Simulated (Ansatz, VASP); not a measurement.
**Two plane-wave programs on BeS**

File POSCAR:

```
BeS
1.0
    0.0000000000      2.3977916369      2.3977916369
    2.3977916369      0.0000000000      2.3977916369
    2.3977916369      2.3977916369      0.0000000000
Be S
1 1
Direct
    0.0000000000      0.0000000000      0.0000000000
    0.2500000000      0.2500000000      0.2500000000
```

INCAR.step1

```
  PREC = Accurate
  ENCUT = 520
  EDIFF = 1E-5
  ISMEAR = 0
  SIGMA = 0.01
  LREAL = False
  LASPH = True
  NELM = 100
  ALGO = Normal
  ISIF = 2
  LWAVE = True
  GGA = PE
  NBANDS = 11
```

File INCAR.step2:

```
  PREC = Accurate
  ENCUT = 520
  EDIFF = 1E-7
  ISMEAR = 0
  SIGMA = 0.01
  LREAL = False
  LASPH = True
  NELM = 100
  ALGO = Normal
  ISIF = 2
  LWAVE = False
  LCHARG = True
  GGA = PE
  LHFCALC = True
  HFSCREEN = 0.2079
  PRECFOCK = Normal
  LELF = True
  LVHAR = True
  ISTART = 1
  NBANDS = 11
```

File KPOINTS:

```
regular mesh
0
Gamma
  6 6 6
```

Input for Ansatz:

```yaml
crystal:
  lattice:
    - [0.0, 2.3977916369, 2.3977916369]
    - [2.3977916369, 0.0, 2.3977916369]
    - [2.3977916369, 2.3977916369, 0.0]
  atoms:
    - { symbol: Be, position: [0.0, 0.0, 0.0] }
    - { symbol: S, position: [0.25, 0.25, 0.25] }
kpoints:
  mp_grid: { grid: [6, 6, 6] }
  band_path:
    path:
      - [0.0, 0.0, 0.0]
      - [-0.5, -0.5, 0.0]
      - [-0.375, -0.375, 0.25]
      - [-0.375, 0.0, 0.375]
      - [0.0, 0.0, 0.5]
      - [-0.5, -0.25, 0.25]
      - [-0.0375, 0.0, 0.0375]
      - [0.0, 0.5, 0.5]
    npoints: 1
hamiltonian:
  xc: hse06
scf:
  occupations: { method: fixed }
  n_extra_bands: 4
output:
  forces: true
  stress: true
  eigenvalues: true
  write_density: true
  write_potential: true
  elf: true
  volumetric_format: npy
```

Change from the starting cell: hydrostatic strain -1.5%.

Alike in both runs: task single point; functional HSE06; k mesh 6 × 6 × 6; no spin polarisation.

```csv
,VASP,Ansatz
version,VASP 6.6.1,Ansatz 0.2.0
potentials or method,"VASP PAW PBE potentials, release 64 (Be, S)","plane waves, PAW"
plane-wave cutoff (eV),520,420
occupations,"gaussian, width 0.01 eV",fixed
valence electrons in the cell,8,8
```

Ansatz gave:

| Item | Value |
| --- | --- |
| gap on the k mesh at the Fermi level (eV) | 3.98 |
| pressure (GPa) | 3.8 |

Estimate VASP's values.

gap on the k mesh at the Fermi level (eV): 3.97; pressure (GPa): 3.6.

Ansatz's warnings: stress exchange threshold loose, stress scf threshold loose.
